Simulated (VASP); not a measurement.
Crystal: Cd3SO2.

```
Cd S O
1.0
     4.77597    0.00000    0.00000
     0.00000    3.39221    0.00000
    -0.24027    0.00000    5.68280
Cd S O
3 1 2
Direct
  0.30423 0.50000 0.86669
  0.20891 0.00000 0.36826
  0.78851 0.00000 0.63043
  0.69583 0.50000 0.13497
  0.49188 0.50000 0.50725
  0.01063 0.00000 0.99240
```

The cell was generated, and may not be a known phase.

```yaml
Program: VASP 6.6.1
Task: relaxation of cell and atoms
Functional: PBE
Potentials_or_basis: VASP PAW PBE potentials, release 64 (Cd, S, O)
Cutoff: 600 eV
k_mesh: 3 × 4 × 2
Occupations: gaussian, width 0.15 eV
Spin: no spin polarisation
```

At the start: pressure 13.7 GPa; volume 15.34 Å³/atom.

Question: How do energy, volume and symmetry change on relaxing?

Answer: Over 32 steps the energy falls by 691.4 meV/atom and the volume is 17.83 Å³/atom (+16.2 %); space group Pm (No. 6, to 0.1 Å) before and after.

The path:
```csv
step,energy change (eV),largest force (eV/Å),pressure (GPa),volume (Å³)
1,0.0000,1.7410,13.73,92.07
2,-0.8503,1.4377,-4.13,110.62
3,-0.8623,1.4321,-2.66,108.05
4,-1.1807,1.2166,-1.10,106.60
5,-1.6246,1.6033,5.52,102.59
6,-1.7840,1.6666,4.90,103.89
7,-2.1126,2.2057,3.46,107.63
8,-1.9791,3.5220,1.35,114.39
9,-2.1867,2.7372,2.82,110.28
10,-2.4737,1.5807,-0.88,113.91
11,-2.5777,1.2476,-3.73,117.54
12,-2.7388,1.2895,-2.11,114.53
13,-2.8650,1.3136,2.12,108.78
14,-2.9893,1.2419,2.33,108.03
15,-3.2527,1.7733,3.31,105.78
16,-3.1612,2.6249,7.40,101.34
17,-3.3239,2.1430,4.52,104.09
18,-3.5523,1.6379,1.47,106.52
19,-3.7213,0.9322,-3.32,111.73
20,-3.8714,0.9330,-1.76,109.60
21,-3.9351,1.1741,0.38,107.15
22,-4.0286,0.8866,-0.08,107.22
23,-4.0970,0.3740,-0.62,107.34
24,-4.0997,0.3300,-0.57,107.32
25,-4.1152,0.2352,0.38,106.30
26,-4.1195,0.1877,1.21,105.44
27,-4.1298,0.2038,0.71,105.99
28,-4.1375,0.2408,-0.42,107.23
29,-4.1378,0.2356,-0.26,107.05
30,-4.1419,0.1884,-0.15,106.95
31,-4.1468,0.1090,0.18,106.66
32,-4.1483,0.0564,-0.09,106.97
```

Final structure:
```
Cd S O
1.0
     5.66864    0.00000   -1.10558
     0.00000    3.48132    0.00000
    -1.59237    0.00000    5.73082
Cd S O
3 1 2
Direct
  0.34150 0.50000 0.88266
  0.12670 0.00000 0.28805
  0.71692 0.00000 0.59552
  0.78053 0.50000 0.27219
  0.42222 0.50000 0.55214
  0.11212 0.00000 0.90943
```

Caveat: the k points lie up to 0.55 Å⁻¹ apart in the final cell; the volume moved by over 15 % at a fixed basis, so the end points are rough; the relaxation stopped at a loose force limit of 0.08 eV/Å, so its end isn't a converged minimum.
